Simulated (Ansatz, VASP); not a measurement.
NaHfO: VASP beside Ansatz

```
Na Hf O
1.0
     5.60647    0.00000    0.00000
     0.00000    5.60647    0.00000
     0.00000    0.00000    4.17043
Na Hf O
2 2 2
Direct
  0.50000 0.50000 0.76744
  0.50000 0.50000 0.23256
  0.50000 0.00000 0.50000
  0.00000 0.50000 0.50000
  0.50000 0.00000 0.00000
  0.00000 0.50000 0.00000
```

Alike in both runs: functional PBE; k mesh 8 × 8 × 10; occupations gaussian, width 0.1 eV; no spin polarisation.

Ansatz relaxed the structure, and its values are those at the end. VASP's run is a single point on that final structure, the one shown.

```csv
,VASP,Ansatz
version,VASP 6.6.1,Ansatz 0.2.0
potentials or method,"VASP PAW PBE potentials, release 64 (Na_pv, Hf_pv, O), cutoff 520 eV","scalar-relativistic, plane waves, PAW"
valence electrons in the cell,46,82
```

|  | VASP | Ansatz | Ansatz less VASP |
| --- | --- | --- | --- |
| gap on the k mesh at the Fermi level (eV) | none | none | - |
| pressure (GPa) | -0.5 | 0.0 | +0.48 |
| rms of the force components (eV/Å) | 0.007 | 0.000 | -0.0072 |

A gap of «none» marks a metal or a gap that the smearing closes. VASP's potentials hold 46 valence electrons a cell and Ansatz's 82, so a difference there can come from the potentials and not from the codes.

Spin-orbit coupling is off throughout.
